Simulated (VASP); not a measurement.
# WC (P1) in VASP: single point with PBEsol

Aim: the single point of WC with PBEsol.

Program: VASP 6.6.1. These are calculated values, not measurements. Logs are shortened: lines on timing, memory, paths and dates and some standing lists are left out, and cuts for length are marked.

## Step 1: The cell of the first run

The typed cell holds 16 atoms: a = 5.772 Å, b = 4.999 Å, c = 5.648 Å, α = 90.00°, β = 90.00°, γ = 90.00°.

## Step 2: Single point, PBEsol

File INCAR:

```
PREC = Accurate ; ENCUT = 520
EDIFF = 1E-6 ; ISMEAR = -1
SIGMA = 0.17 ; LREAL = Auto
LASPH = True ; NELM = 60
ALGO = Normal ; ISIF = 2
LWAVE = False ; LCHARG = False
GGA = PS ; NBANDS = 86
```

File KPOINTS:

```
Automatic mesh
0
Gamma
  3 3 3
```

File POSCAR:

```
WC
1.0
   -2.8860900000     -4.9988550000      0.0000000000
    4.3291350000     -2.4994270000      0.0000000000
    0.0000000000      0.0000000000      5.6483400000
W C
8 8
Direct
    0.7623352392      0.4948720958      0.0111537195
    0.7456302727      0.4892330855      0.5158152661
    0.5147697508      0.0016566427      0.0342047398
    0.5160340054     -0.0180358010      0.5039002610
    0.2597439275      0.4712591203      0.0130657857
    0.2699576700      0.4723165556      0.5010675703
    0.0118193447     -0.0174372727      0.0101268691
    0.0156244866     -0.0067233582      0.5096895725
    0.5009973426      0.6470630785      0.2398757865
    0.5088541447      0.6703184028      0.7709344692
    0.2451419498      0.1543037419      0.2492767787
    0.2890893966      0.1105389452      0.7864434506
    0.0029541258      0.6398797619      0.2715665133
    0.0411790635      0.6396073311      0.7522387108
    0.7406644555      0.1665284816      0.2833575882
    0.7693378905      0.1539518616      0.7499548540
```

Potentials or basis: VASP PAW PBE potentials, release 64 (W_sv, C).

On the command line:

```console
> cat potpaw_PBE.64/W_sv/POTCAR potpaw_PBE.64/C/POTCAR > POTCAR
> mpirun -np 1 vasp_std > vasp.out
```

OUTCAR:

```text
PREC = Accurate
   ENCUT = 520
   EDIFF = 1E-6
   ISMEAR = -1
   LREAL = Auto
   LASPH = True
   NELM = 60
   ISIF = 2
   GGA = PS

 ion  position               nearest neighbor table
   1  0.762  0.495  0.011-   9 2.13  13 2.15  10 2.18  15 2.25  16 2.25  14 2.29   2 2.80   7 2.83
                             2 2.85   3 2.85   5 2.87   5 2.90   3 2.91   7 2.94
   2  0.746  0.489  0.516-  15 2.08  16 2.14  13 2.16  10 2.18   9 2.25  14 2.29   6 2.75   4 2.80
                             1 2.80   1 2.85   4 2.86   8 2.93   8 2.96   6 3.03
   3  0.515  0.002  0.034-  12 1.99  15 2.09  11 2.12   9 2.12  10 2.23  16 2.31   4 2.65   5 2.77
                             1 2.85   7 2.87   7 2.91   1 2.91   4 3.00   5 3.03
   4  0.516  0.982  0.504-  15 2.02  12 2.16  10 2.17  16 2.19   9 2.24  11 2.29   3 2.65   2 2.80
                             6 2.83   2 2.86   8 2.88   8 2.89   6 2.92   3 3.00
   5  0.260  0.471  0.013-  11 2.07   9 2.09  14 2.11  12 2.22  10 2.22  13 2.24   6 2.76   3 2.77
                             7 2.83   1 2.87   6 2.89   1 2.90   7 2.93   3 3.03
   6  0.270  0.472  0.501-  14 2.11  11 2.14   9 2.17  13 2.18  10 2.28  12 2.43   2 2.75   5 2.76
                             8 2.81   4 2.83   5 2.89   4 2.92   8 2.99   2 3.03
   7  0.012  0.983  0.010-  11 2.09  12 2.14  16 2.20  14 2.26  13 2.26  15 2.38   8 2.82   8 2.83
                             5 2.83   1 2.83   3 2.87   3 2.91   5 2.93   1 2.94
   8  0.016  0.993  0.510-  16 2.12  11 2.14  15 2.21  13 2.22  14 2.24  12 2.30   6 2.81   7 2.82
                             7 2.83   4 2.88   4 2.89   2 2.93   2 2.96   6 2.99
   9  0.501  0.647  0.240-   5 2.09   3 2.12   1 2.13   6 2.17   4 2.24   2 2.25
  10  0.509  0.670  0.771-   4 2.17   1 2.18   2 2.18   5 2.22   3 2.23   6 2.28
  11  0.245  0.154  0.249-   5 2.07   7 2.09   3 2.12   8 2.14   6 2.14   4 2.29
  12  0.289  0.111  0.786-   3 1.99   7 2.14   4 2.16   5 2.22   8 2.30   6 2.43
  13  0.003  0.640  0.272-   1 2.15   2 2.16   6 2.18   8 2.22   5 2.24   7 2.26
  14  0.041  0.640  0.752-   6 2.11   5 2.11   8 2.24   7 2.26   1 2.29   2 2.29
  15  0.741  0.167  0.283-   4 2.02   2 2.08   3 2.09   8 2.21   1 2.25   7 2.38
  16  0.769  0.154  0.750-   8 2.12   2 2.14   4 2.19   7 2.20   1 2.25   3 2.31

  LATTYP: Found a simple orthorhombic cell.
 ALAT       =     4.9988543864
 B/A-ratio  =     1.1299268919
 C/A-ratio  =     1.1547006521

  Lattice vectors:

 A1 = (   4.3291350000,  -2.4994270000,   0.0000000000)
 A2 = (   0.0000000000,   0.0000000000,   5.6483400000)
 A3 = (  -2.8860900000,  -4.9988550000,   0.0000000000)

Analysis of symmetry for initial positions (statically):
=====================================================================
 Subroutine PRICEL returns:
 Original cell was already a primitive cell.

 Routine SETGRP: Setting up the symmetry group for a
 simple orthorhombic supercell.

 Subroutine GETGRP returns: Found  1 space group operations
 (whereof  1 operations were pure point group operations)
 out of a pool of  8 trial point group operations.

The static configuration has the point symmetry C_1 .

Analysis of symmetry for dynamics (positions and initial velocities):
=====================================================================
 Subroutine PRICEL returns:
 Original cell was already a primitive cell.

 Routine SETGRP: Setting up the symmetry group for a
 simple orthorhombic supercell.

 Subroutine GETGRP returns: Found  1 space group operations
 (whereof  1 operations were pure point group operations)
 out of a pool of  8 trial point group operations.

The dynamic configuration has the point symmetry C_1 .

 Subroutine INISYM returns: Found  1 space group operations
 (whereof  1 operations are pure point group operations),
 and found     1 'primitive' translations

----------------------------------------------------------------------------------------

                                     Primitive cell

  volume of cell :     162.9788

  direct lattice vectors                    reciprocal lattice vectors
    -2.886090000 -4.998855000  0.000000000    -0.086622372 -0.150034365  0.000000000
     4.329135000 -2.499427000  0.000000000     0.173244779 -0.100022910  0.000000000
     0.000000000  0.000000000  5.648340000     0.000000000  0.000000000  0.177043167

  length of vectors
     5.772180420  4.998854386  5.648340000     0.173244758  0.200045835  0.177043167

[... 48 lines left out ...]
    -0.028874124 -0.050011455  0.000000000     0.333333333  0.000000000  0.000000000
     0.057748260 -0.033340970  0.000000000     0.000000000  0.333333333  0.000000000
     0.000000000  0.000000000  0.059014389     0.000000000  0.000000000  0.333333333

  Length of vectors
     0.057748253  0.066681945  0.059014389

  Shift w.r.t. Gamma in fractional coordinates (k-lattice)
     0.000000000  0.000000000  0.000000000

 Subroutine IBZKPT returns following result:
 ===========================================

 Found     14 irreducible k-points:

 Following reciprocal coordinates:
            Coordinates               Weight
  0.000000  0.000000  0.000000      1.000000
  0.333333  0.000000  0.000000      2.000000
  0.000000  0.333333  0.000000      2.000000
  0.333333  0.333333  0.000000      2.000000
 -0.333333  0.333333  0.000000      2.000000
  0.000000  0.000000  0.333333      2.000000
  0.333333  0.000000  0.333333      2.000000
 -0.333333  0.000000  0.333333      2.000000
  0.000000  0.333333  0.333333      2.000000
  0.000000  0.333333 -0.333333      2.000000
  0.333333  0.333333  0.333333      2.000000
 -0.333333  0.333333 -0.333333      2.000000
 -0.333333 -0.333333  0.333333      2.000000
  0.333333 -0.333333 -0.333333      2.000000
   k-points           NKPTS =     14   k-points in BZ     NKDIM =     14   number of bands    NBANDS=     86
   number of dos      NEDOS =    301   number of ions     NIONS =     16
   total plane-waves  NPLWV =  80640
   dimension x,y,z NGX =    48 NGY =   40 NGZ =   42
   dimension x,y,z NGXF=    96 NGYF=   80 NGZF=   84
   ions per type =               8   8
   NGX,Y,Z   is equivalent  to a cutoff of  13.82, 13.30, 12.36 a.u.
   NGXF,Y,Z  is equivalent  to a cutoff of  27.65, 26.61, 24.72 a.u.
 SYSTEM =  unknown system
   PREC   = accura    normal or accurate (medium, high low for compatibility)
   ISTART =      0    job   : 0-new  1-cont  2-samecut
   ICHARG =      2    charge: 1-file 2-atom 10-const
   ISPIN  =      1    spin polarized calculation?
   LNONCOLLINEAR =      F non collinear calculations
   LSORBIT =      F    spin-orbit coupling
   LASPH  =      T    aspherical Exc in radial PAW
   ENCUT  =  520.0 eV  38.22 Ry    6.18 a.u.  10.73  9.29 10.50*2*pi/ulx,y,z
   NELM   =     60;   NELMIN=  2; NELMDL= -5     # of ELM steps
   EDIFF  = 0.1E-05   stopping-criterion for ELM
   LREAL  =      T    real-space projection
   EDIFFG = 0.1E-04   stopping-criterion for IOM
   NSW    =      0    number of steps for IOM
   IBRION =     -1    ionic relax: 0-MD 1-quasi-New 2-CG
   NFREE  =      0    steps in history (QN), initial steepest desc. (CG)
   ISIF   =      2    stress and relaxation
   ISYM   =      2    0-nonsym 1-usesym 2-fastsym
   POTIM  = 0.5000    time-step for ionic-motion
   TEBEG  =    0.0;   TEEND  =   0.0 temperature during run
   PSTRESS=    0.0 pullay stress
   NELECT =     144.0000    total number of electrons
   NUPDOWN=      -1.0000    fix difference up-down
   EMIN   =  10.00;   EMAX   =-10.00  energy-range for DOS
   EFERMI =   0.00;   METHOD = LEGACY
   ISMEAR =    -1;   SIGMA  =   0.17  broadening in eV -4-tet -1-fermi 0-gaus
   EFERMI_NEDOS =   21; number of points for ismear=-14 and -15
   IALGO  =     38    algorithm
   IMIX   =      4    mixing-type and parameters
     AMIX     =   0.40;   BMIX     =  1.00
     AMIX_MAG =   1.60;   BMIX_MAG =  1.00
  volume/ion in A,a.u.               =      10.19        68.74
  Fermi-wavevector in a.u.,A,eV,Ry     =   1.570912  2.968594 33.575985  2.467765
  Thomas-Fermi vector in A             =   2.672575
   LORBIT       =      0    0 simple, 1 ext, 2 COOP (PROOUT), +10 PAW based schemes
   GGA     = PS    functional components
   LHFCALC =     F    Hartree Fock is set to
   AEXX    =    0.0000 exact exchange contribution
   IVDW    =     0    specifies the selected vdW correction
   LEPSILON=     F    determine dielectric tensor
   LRPA    =     F    only Hartree local field effects (RPA)
 non-spin polarized calculation
  energy-cutoff  :      520.00
  volume of cell :      162.98
 maximum number of plane-waves:      4399
 NGX is ok and might be reduce to    48
   NGX = 21   NGY = 19   NGZ = 21

 number of electron     144.0000003 magnetization

 Free energy of the ion-electron system (eV)
  ---------------------------------------------------
  ext. energy  EPLUGINS =         0.00000000
  ---------------------------------------------------
  free energy    TOTEN  =      -188.64243607 eV

  energy without entropy =     -188.38410076  energy(sigma->0) =     -188.51326842

 E-fermi :  11.3953     XC(G=0): -14.0206

 val. band max:       11.3803971558   @ k =   0.3333   0.0000   0.3333
 cond. band min:      11.5248512012   @ k =   0.0000   0.0000   0.0000
 fundamental gap:      0.1444540454
 Fermi energy:        11.3952745001

 k-point     1 :       0.0000    0.0000    0.0000
  band No.  band energies     occupation
      1     -62.6911      2.00000
      2     -62.6448      2.00000
      3     -62.6393      2.00000
      4     -62.6059      2.00000
      5     -62.5610      2.00000
      6     -62.5389      2.00000
[... 1207 lines left out ...]
     83      15.1258      0.00000
     84      15.3361      0.00000
 [bands above 84 left out]

------------------------ aborting loop because EDIFF is reached ----------------------------------------

  FORCE on cell =-STRESS in cart. coord.  units (eV):
  Direction    XX          YY          ZZ          XY          YZ          ZX
  --------------------------------------------------------------------------------------
  -------------------------------------------------------------------------------------
  Total       10.3980288     12.2726694     10.4613414      0.3388779      0.3120479     -1.5551456
  in kB      102.2187069    120.6475211    102.8411070      3.3313676      3.0676131    -15.2879915
  external PRESSURE =     108.5691117 kB  Pullay stress =       0.0000000 kB

 VOLUME and BASIS-vectors are now :
 -----------------------------------------------------------------------------
  energy-cutoff  :      520.00
  volume of cell :      162.98
      direct lattice vectors                 reciprocal lattice vectors
    -2.886090000 -4.998855000  0.000000000    -0.086622372 -0.150034365  0.000000000
     4.329135000 -2.499427000  0.000000000     0.173244779 -0.100022910  0.000000000
     0.000000000  0.000000000  5.648340000     0.000000000  0.000000000  0.177043167

 POSITION                                       TOTAL-FORCE (eV/Angst)
 -----------------------------------------------------------------------------------
     -0.05780     -5.04770      0.06300        -0.950523      0.425733     -0.521665
     -0.03400     -4.95010      2.91350        -0.948809     -2.508354      0.128876
     -1.47850     -2.57740      0.19320        -3.277601      0.521545     -3.923423
      2.76173     -5.03393      2.84620         0.398225      1.520659      3.105862
      1.29050     -2.47630      0.07380         1.832406     -0.925418     -1.620736
      1.26560     -2.53000      2.83020         1.938624      0.347431      2.120590
[... 8 lines left out ...]
     -1.41670     -4.11870      1.60050        -1.218279     -2.245069     -2.016950
     -1.55390     -4.23060      4.23600         0.259876      0.161865      1.426833
 -----------------------------------------------------------------------------------
    total drift:                                0.031143     -0.003114      0.008511

  FREE ENERGIE OF THE ION-ELECTRON SYSTEM (eV)
  ---------------------------------------------------
  free  energy   TOTEN  =      -188.6424360721 eV

  energy  without entropy=     -188.3841007605  energy(sigma->0) =     -188.51326842
```

Run time: 11 min. Hardware: 1 thread of Intel Xeon 8259CL, shared host; peak memory 0.31 GiB.

Results:

- Free energy: -188.6424 eV
- Pressure: 10.9 GPa
- Largest force: 5.139 eV/Å
- Band gap on the k mesh: zero (bands 72 and 73 overlap by 0.16 eV)

Forces on the atoms (eV/Å):
```
W   -0.951  0.426 -0.522
W   -0.949 -2.508  0.129
W   -3.278  0.522 -3.923
W    0.398  1.521  3.106
W    1.832 -0.925 -1.621
W    1.939  0.347  2.121
W   -0.406  0.682 -0.153
W   -1.666  0.990  0.836
C    0.125 -0.667  2.364
C   -1.678  0.273 -0.418
C   -1.105 -0.280  1.812
C    4.047  0.966 -2.805
C    0.716 -0.957 -0.791
C    1.935  1.696  0.456
C   -1.218 -2.245 -2.017
C    0.260  0.162  1.427
```

Stress tensor (GPa, compression positive):
```
10.22  0.33 -1.53
 0.33 12.06  0.31
-1.53  0.31 10.28
```

Caveat: the k points lie up to 0.42 Å⁻¹ apart; the PAW data sets were made with another functional, which shifts forces and pressure a little; spin-orbit coupling is left out, which moves the levels of the heavy elements.

The gap in the log of VASP goes by the Fermi energy; the results here count the filled bands.